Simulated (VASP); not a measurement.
# NaC12 (P6/mmm) in VASP: single point with PBE+D3(BJ)

Aim: the single point of NaC12 with PBE+D3(BJ).

Program: VASP 6.6.1. These are calculated values, not measurements. Logs are shortened: lines on timing, memory, paths and dates and some standing lists are left out, and cuts for length are marked.

### 1 The cell of the first run

It takes space group P6/mmm (No. 191, hexagonal). The conventional cell has a = 4.292 Å, b = 4.292 Å, c = 7.801 Å, α = 90.00°, β = 90.00°, γ = 120.00°. Within 3.7 Å of Na (site symmetry 6/mmm) lie 24 C at 2.67 to 3.64 Å. C (site symmetry m) has 3 C at 1.43 Å within 1.9 Å.

### 2 Single point, PBE+D3(BJ)

Contents of INCAR:

```
PREC = Accurate ; ENCUT = 1130
EDIFF = 1E-6 ; ISMEAR = 0
SIGMA = 0.1 ; LREAL = F
LASPH = T ; NELM = 120
ALGO = Normal ; ISIF = 2
LWAVE = F ; LCHARG = F
GGA = PE ; IVDW = 12
NBANDS = 40 ; GGA_COMPAT = F
```

Contents of KPOINTS:

```
Automatic mesh
0
Gamma
  6 6 2
```

Contents of POSCAR:

```
NaC12
1.0
    4.2923713000      0.0000000000      0.0000000000
   -2.1461857000      3.7173026000      0.0000000000
    0.0000000000      0.0000000000      7.8005158000
Na C
1 12
Direct
    0.0000000000      0.0000000000      0.0000000000
    0.3334060000      0.0000000000      0.7116310000
    0.0000000000      0.3334060000      0.7116310000
    0.6665940000      0.6665940000      0.7116310000
    0.6665940000      0.0000000000      0.7116310000
    0.3334060000      0.3334060000      0.7116310000
    0.0000000000      0.6665940000      0.7116310000
    0.6665940000      0.0000000000      0.2883690000
    0.3334060000      0.3334060000      0.2883690000
    0.0000000000      0.6665940000      0.2883690000
    0.3334060000      0.0000000000      0.2883690000
    0.0000000000      0.3334060000      0.2883690000
    0.6665940000      0.6665940000      0.2883690000
```

Potentials or basis: VASP PAW PBE potentials, release 64 (Na_sv, C).

The run is started by

```sh
> cat potpaw_PBE.64/Na_sv/POTCAR potpaw_PBE.64/C/POTCAR > POTCAR
> mpirun -np 1 vasp_std > vasp.out
```

OUTCAR:

```text
PREC = Accurate
   ENCUT = 1130
   EDIFF = 1E-6
   ISMEAR = 0
   LREAL = F
   LASPH = T
   NELM = 120
   ISIF = 2
   GGA = PE
   IVDW = 12
 IVDW          = 12

 ion  position               nearest neighbor table
   1  0.000  0.000  0.000-
   2  0.333  0.000  0.712-   5 1.43   7 1.43   6 1.43
   3  0.000  0.333  0.712-   7 1.43   5 1.43   6 1.43
   4  0.667  0.667  0.712-   6 1.43   7 1.43   5 1.43
   5  0.667  0.000  0.712-   2 1.43   3 1.43   4 1.43
   6  0.333  0.333  0.712-   4 1.43   3 1.43   2 1.43
   7  0.000  0.667  0.712-   3 1.43   2 1.43   4 1.43
   8  0.667  0.000  0.288-  11 1.43  12 1.43  13 1.43
   9  0.333  0.333  0.288-  13 1.43  12 1.43  11 1.43
  10  0.000  0.667  0.288-  12 1.43  11 1.43  13 1.43
  11  0.333  0.000  0.288-   8 1.43  10 1.43   9 1.43
  12  0.000  0.333  0.288-  10 1.43   8 1.43   9 1.43
  13  0.667  0.667  0.288-   9 1.43  10 1.43   8 1.43

  LATTYP: Found a hexagonal cell.
 ALAT       =     4.2923713000
 C/A-ratio  =     1.8172975390

  Lattice vectors:

 A1 = (   4.2923713000,   0.0000000000,   0.0000000000)
 A2 = (  -2.1461857000,   3.7173026000,   0.0000000000)
 A3 = (   0.0000000000,   0.0000000000,   7.8005158000)

Analysis of symmetry for initial positions (statically):
=====================================================================
 Subroutine PRICEL returns:
 Original cell was already a primitive cell.

 Routine SETGRP: Setting up the symmetry group for a
 hexagonal supercell.

 Subroutine GETGRP returns: Found 24 space group operations
 (whereof 24 operations were pure point group operations)
 out of a pool of 24 trial point group operations.

The static configuration has the point symmetry D_6h.

Analysis of symmetry for dynamics (positions and initial velocities):
=====================================================================
 Subroutine PRICEL returns:
 Original cell was already a primitive cell.

 Routine SETGRP: Setting up the symmetry group for a
 hexagonal supercell.

 Subroutine GETGRP returns: Found 24 space group operations
 (whereof 24 operations were pure point group operations)
 out of a pool of 24 trial point group operations.

The dynamic configuration has the point symmetry D_6h.

 Subroutine INISYM returns: Found 24 space group operations
 (whereof 24 operations are pure point group operations),
 and found     1 'primitive' translations

----------------------------------------------------------------------------------------

                                     Primitive cell

  volume of cell :     124.4654

  direct lattice vectors                    reciprocal lattice vectors
     4.292371300  0.000000000  0.000000000     0.232971458  0.134506137  0.000000000
    -2.146185700  3.717302600  0.000000000     0.000000000  0.269012267  0.000000000
     0.000000000  0.000000000  7.800515800     0.000000000  0.000000000  0.128196651

  length of vectors
     4.292371300  4.292371335  7.800515800     0.269012269  0.269012267  0.128196651

  position of ions in fractional coordinates (direct lattice)
     0.000000000  0.000000000  0.000000000
     0.333406000  0.000000000  0.711631000
     1.000000000  0.333406000  0.711631000
     0.666594000  0.666594000  0.711631000
     0.666594000  0.000000000  0.711631000
     0.333406000  0.333406000  0.711631000
     1.000000000  0.666594000  0.711631000
     0.666594000  0.000000000  0.288369000
     0.333406000  0.333406000  0.288369000
     1.000000000  0.666594000  0.288369000
     0.333406000  0.000000000  0.288369000
     1.000000000  0.333406000  0.288369000
     0.666594000  0.666594000  0.288369000

  ion indices of the primitive-cell ions
   primitive index   ion index
                 1           1
                 2           2
                 3           3
                 4           4
                 5           5
                 6           6
                 7           7
                 8           8
                 9           9
                10          10
                11          11
                12          12
                13          13

----------------------------------------------------------------------------------------

 KPOINTS: Automatic mesh

Automatic generation of k-mesh.
 Grid dimensions read from file:
 generate k-points for:    6    6    2

 Generating k-lattice:

  Cartesian coordinates                     Fractional coordinates (reciprocal lattice)
     0.038828576  0.022417689  0.000000000     0.166666667 -0.000000000  0.000000000
     0.000000000  0.044835378  0.000000000     0.000000000  0.166666667  0.000000000
     0.000000000  0.000000000  0.064098325     0.000000000  0.000000000  0.500000000

  Length of vectors
     0.044835378  0.044835378  0.064098325

  Shift w.r.t. Gamma in fractional coordinates (k-lattice)
     0.000000000  0.000000000  0.000000000

 Subroutine IBZKPT returns following result:
 ===========================================

 Found     14 irreducible k-points:

 Following reciprocal coordinates:
            Coordinates               Weight
  0.000000  0.000000  0.000000      1.000000
  0.166667 -0.000000  0.000000      6.000000
  0.333333  0.000000  0.000000      6.000000
  0.500000 -0.000000  0.000000      3.000000
  0.166667  0.166667  0.000000      6.000000
  0.333333  0.166667  0.000000     12.000000
  0.333333  0.333333  0.000000      2.000000
  0.000000  0.000000  0.500000      1.000000
  0.166667 -0.000000  0.500000      6.000000
  0.333333  0.000000  0.500000      6.000000
  0.500000 -0.000000  0.500000      3.000000
  0.166667  0.166667  0.500000      6.000000
  0.333333  0.166667  0.500000     12.000000
  0.333333  0.333333  0.500000      2.000000
   k-points           NKPTS =     14   k-points in BZ     NKDIM =     14   number of bands    NBANDS=     40
   number of dos      NEDOS =    301   number of ions     NIONS =     13
   total plane-waves  NPLWV = 207360
   dimension x,y,z NGX =    48 NGY =   48 NGZ =   90
   dimension x,y,z NGXF=    96 NGYF=   96 NGZF=  180
   ions per type =               1  12
   NGX,Y,Z   is equivalent  to a cutoff of  18.59, 18.59, 19.18 a.u.
   NGXF,Y,Z  is equivalent  to a cutoff of  37.18, 37.18, 38.36 a.u.
 SYSTEM =  unknown system
   PREC   = accura    normal or accurate (medium, high low for compatibility)
   ISTART =      0    job   : 0-new  1-cont  2-samecut
   ICHARG =      2    charge: 1-file 2-atom 10-const
   ISPIN  =      1    spin polarized calculation?
   LNONCOLLINEAR =      F non collinear calculations
   LSORBIT =      F    spin-orbit coupling
   LASPH  =      T    aspherical Exc in radial PAW
   ENCUT  = 1130.0 eV  83.05 Ry    9.11 a.u.  11.77 11.77 21.38*2*pi/ulx,y,z
   NELM   =    120;   NELMIN=  2; NELMDL= -5     # of ELM steps
   EDIFF  = 0.1E-05   stopping-criterion for ELM
   LREAL  =      F    real-space projection
   EDIFFG = 0.1E-04   stopping-criterion for IOM
   NSW    =      0    number of steps for IOM
[... 5 lines left out ...]
   TEBEG  =    0.0;   TEEND  =   0.0 temperature during run
   PSTRESS=    0.0 pullay stress
   NELECT =      57.0000    total number of electrons
   NUPDOWN=      -1.0000    fix difference up-down
   EMIN   =  10.00;   EMAX   =-10.00  energy-range for DOS
   EFERMI =   0.00;   METHOD = LEGACY
   ISMEAR =     0;   SIGMA  =   0.10  broadening in eV -4-tet -1-fermi 0-gaus
   EFERMI_NEDOS =   21; number of points for ismear=-14 and -15
   IALGO  =     38    algorithm
   IMIX   =      4    mixing-type and parameters
     AMIX     =   0.40;   BMIX     =  1.00
     AMIX_MAG =   1.60;   BMIX_MAG =  1.00
  volume/ion in A,a.u.               =       9.57        64.61
  Fermi-wavevector in a.u.,A,eV,Ry     =   1.261877  2.384601 21.665005  1.592333
  Thomas-Fermi vector in A             =   2.395314
   LORBIT       =      0    0 simple, 1 ext, 2 COOP (PROOUT), +10 PAW based schemes
   GGA     = PE    functional components
   LHFCALC =     F    Hartree Fock is set to
   AEXX    =    0.0000 exact exchange contribution
   IVDW    =    12    specifies the selected vdW correction
   LEPSILON=     F    determine dielectric tensor
   LRPA    =     F    only Hartree local field effects (RPA)
 non-spin polarized calculation
 Gauss-broadening in eV      SIGMA  =   0.10
  energy-cutoff  :     1130.00
  volume of cell :      124.47
 maximum number of plane-waves:     10768
 NGX is ok and might be reduce to    48
   NGX = 23   NGY = 23   NGZ = 43

 number of electron      57.0000006 magnetization

 Free energy of the ion-electron system (eV)
  ---------------------------------------------------
  ext. energy  EPLUGINS =         0.00000000
  ---------------------------------------------------
  free energy    TOTEN  =      -111.91492842 eV

  energy without entropy =     -111.90472619  energy(sigma->0) =     -111.90982730

 E-fermi :   5.7532     XC(G=0):  -9.8736

 val. band max:        5.7049177111   @ k =   0.3333   0.0000   0.5000
 cond. band min:       5.7662032596   @ k =   0.5000  -0.0000   0.5000
 fundamental gap:      0.0612855485
 Fermi energy:         5.7532394924

 k-point     1 :       0.0000    0.0000    0.0000
  band No.  band energies     occupation
      1     -48.2919      2.00000
      2     -20.2245      2.00000
      3     -20.2212      2.00000
      4     -20.2212      2.00000
      5     -14.8585      2.00000
      6     -14.6549      2.00000
[... 32 lines left out ...]
     39      13.3447      0.00000
     40      13.7083      0.00000

 k-point     2 :       0.1667   -0.0000    0.0000
  band No.  band energies     occupation
      1     -48.2919      2.00000
      2     -20.2234      2.00000
      3     -20.2229      2.00000
      4     -20.2216      2.00000
      5     -14.6392      2.00000
      6     -14.4405      2.00000
[... 509 lines left out ...]
  band No.  band energies     occupation
      1     -48.2917      2.00000
      2     -20.2260      2.00000
      3     -20.2260      2.00000
      4     -20.2195      2.00000
      5     -12.2834      2.00000
      6     -12.2336      2.00000
[... 32 lines left out ...]
     39      12.0421      0.00000
     40      12.0425      0.00000

------------------------ aborting loop because EDIFF is reached ----------------------------------------

 Edisp (eV)   -1.67954

 E8    (eV) :    -0.5306

  FORCE on cell =-STRESS in cart. coord.  units (eV):
  Direction    XX          YY          ZZ          XY          YZ          ZX
  --------------------------------------------------------------------------------------
  -------------------------------------------------------------------------------------
  Total      -0.13737    -0.13737    -0.24582     0.00000    -0.00000    -0.00000
  in kB      -1.76834    -1.76834    -3.16436     0.00000    -0.00000    -0.00000
  external pressure =       -2.23 kB  Pullay stress =        0.00 kB

 VOLUME and BASIS-vectors are now :
 -----------------------------------------------------------------------------
  energy-cutoff  :     1130.00
  volume of cell :      124.47
      direct lattice vectors                 reciprocal lattice vectors
     4.292371300  0.000000000  0.000000000     0.232971458  0.134506137  0.000000000
    -2.146185700  3.717302600  0.000000000     0.000000000  0.269012267  0.000000000
     0.000000000  0.000000000  7.800515800     0.000000000  0.000000000  0.128196651

 POSITION                                       TOTAL-FORCE (eV/Angst)
 -----------------------------------------------------------------------------------
      0.00000      0.00000      0.00000        -0.000000      0.000000     -0.000000
      1.43110      0.00000      5.55109        -0.001333      0.000000     -0.018044
     -0.71555      1.23937      5.55109         0.000666     -0.001154     -0.018044
      1.43063      2.47793      5.55109         0.000666      0.001154     -0.018044
      2.86127      0.00000      5.55109         0.001333      0.000000     -0.018044
      0.71555      1.23937      5.55109        -0.000666     -0.001154     -0.018044
     -1.43063      2.47793      5.55109        -0.000666      0.001154     -0.018044
      2.86127      0.00000      2.24943         0.001333      0.000000      0.018044
      0.71555      1.23937      2.24943        -0.000666     -0.001154      0.018044
     -1.43063      2.47793      2.24943        -0.000666      0.001154      0.018044
      1.43110      0.00000      2.24943        -0.001333      0.000000      0.018044
     -0.71555      1.23937      2.24943         0.000666     -0.001154      0.018044
      1.43063      2.47793      2.24943         0.000666      0.001154      0.018044
 -----------------------------------------------------------------------------------
    total drift:                                0.000000      0.000000      0.000000

  FREE ENERGIE OF THE ION-ELECTRON SYSTEM (eV)
  ---------------------------------------------------
  free  energy   TOTEN  =      -113.5944721826 eV

  energy  without entropy=     -113.5842699568  energy(sigma->0) =     -113.58937107
```

It took 3.5 min on 1 thread of Intel Xeon Platinum 8259CL at 2.50GHz (Skylake/Cascade Lake), shared host; peak memory 0.55 GiB.

What came out:

```
Free energy                : -113.5945 eV
Pressure                   : -0.2 GPa
Largest force              : 0.018 eV/Å
Band gap on the k mesh     : zero (an odd number of electrons rules out a gap without spin polarisation)
Dispersion energy per atom : -0.129 eV
```

Forces on the atoms (eV/Å):
```
Na   0.000  0.000  0.000
C   -0.001  0.000 -0.018
C    0.001 -0.001 -0.018
C    0.001  0.001 -0.018
C    0.001  0.000 -0.018
C   -0.001 -0.001 -0.018
C   -0.001  0.001 -0.018
C    0.001  0.000  0.018
C   -0.001 -0.001  0.018
C   -0.001  0.001  0.018
C   -0.001  0.000  0.018
C    0.001 -0.001  0.018
C    0.001  0.001  0.018
```

Stress tensor (GPa, compression positive):
```
-0.18  0.00  0.00
 0.00 -0.18  0.00
 0.00  0.00 -0.32
```

Caveat: the k points lie up to 0.40 Å⁻¹ apart, too coarse for converged energies and pressures of a metal; an odd number of electrons without spin polarisation forces a metal; a magnetic or distorted state may lie lower.

The gap in the log of VASP goes by the Fermi energy; the results here count the filled bands.